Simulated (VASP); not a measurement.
Set up this calculation in VASP 6.6.1, as the native input.

| Item | Value |
| --- | --- |
| Task | single point |
| Functional | PBE |
| Potentials or basis | VASP PAW PBE potentials, release 64 (Na_pv, Cl) |
| Cutoff | 500 eV |
| k mesh | 1 × 1 × 1 |
| Occupations | gaussian, width 0.014 eV |
| Spin | no spin polarisation |
| Hubbard terms | Cl p U = 1.2 eV |
| Dipole correction | no |
| Further INCAR settings | ALGO = Normal; EDIFF = 1e-06; NBANDS = 14 |

The structure of NaCl lies in POSCAR:

```
NaCl
1.0
    3.5021900000      0.0000000000      0.0000000000
    0.0000000000      3.5021900000      0.0000000000
    0.0000000000      0.0000000000      3.5021900000
Na Cl
1 1
Direct
    0.0000000000      0.0000000000      0.0000000000
    0.5000000000      0.5000000000      0.5000000000
```

One way to write it, as run:

INCAR

```
SYSTEM = NaCl
PREC = Accurate ; ENCUT = 500
EDIFF = 1E-6 ; ISMEAR = 0
SIGMA = 0.014 ; LREAL = .False.
LASPH = .True. ; NELM = 200
ALGO = Normal ; ISIF = 2
LWAVE = .False. ; LCHARG = .False.
LDAU = .True. ; LDAUTYPE = 2
LDAUL = -1 1 ; LDAUU = 0 1.2
LDAUJ = 0 0 ; LDAUPRINT = 1
GGA = PE ; NBANDS = 14
GGA_COMPAT = .False.
```

KPOINTS

```
Automatic mesh
0
Gamma
  1 1 1
  0 0 0
```

Potentials or basis: VASP PAW PBE potentials, release 64 (Na_pv, Cl).

Run with:

```bash
$ cat potpaw_PBE.64/Na_pv/POTCAR potpaw_PBE.64/Cl/POTCAR > POTCAR
$ mpirun -np 1 vasp_gam > vasp.out
```

It gave:

```
Pressure : 21.8 GPa
```

Caveat: the k points lie up to 1.79 Å⁻¹ apart.

Wall time 2.3 s on 1 thread of AMD EPYC 7R43 64-Core Processor (Zen 3), on a shared host, peak memory 0.1 GiB.
